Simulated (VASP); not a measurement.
## Tm: single point with PBE

Tm:

```xyz
1
Lattice="0.0000 2.5780 2.5780 2.5780 0.0000 2.5780 2.5780 2.5780 0.0000" Properties=species:S:1:pos:R:3 pbc="T T T"
Tm    0.0000    0.0000    0.0000
```

- Program: VASP 6.6.1
- Task: single point
- Functional: PBE
- Potentials or basis: VASP PAW PBE potentials, release 64 (Tm)
- Cutoff: 520 eV
- k mesh: 14 × 14 × 14
- Occupations: gaussian, width 0.05 eV
- Spin: non-collinear spin, typed start, spin-orbit coupling
- Starting moments: [[0.0, 0.0, 0.2]] μB

* Pressure: 0.0 GPa
* Net moment: 0.91 μB per cell
* Valence electrons inside the program's atomic spheres: Tm 21.11

Stress tensor (GPa, compression positive):
```
 0.30  0.00  0.00
 0.00  0.30  0.00
 0.00  0.00 -0.46
```

Moments on the atoms (μB; x, y, z):
```
Tm  0.00 0.00 1.02
```

Run time: 45 min on 1 thread of Intel(R) Xeon(R) Platinum 8259CL CPU @ 2.50GHz (Skylake/Cascade Lake), with other jobs on the host, peak memory 0.73 GiB.

Caveat: the magnetic or orbital state may not be the lowest. The state reached can hang on the start; a lower one may exist.
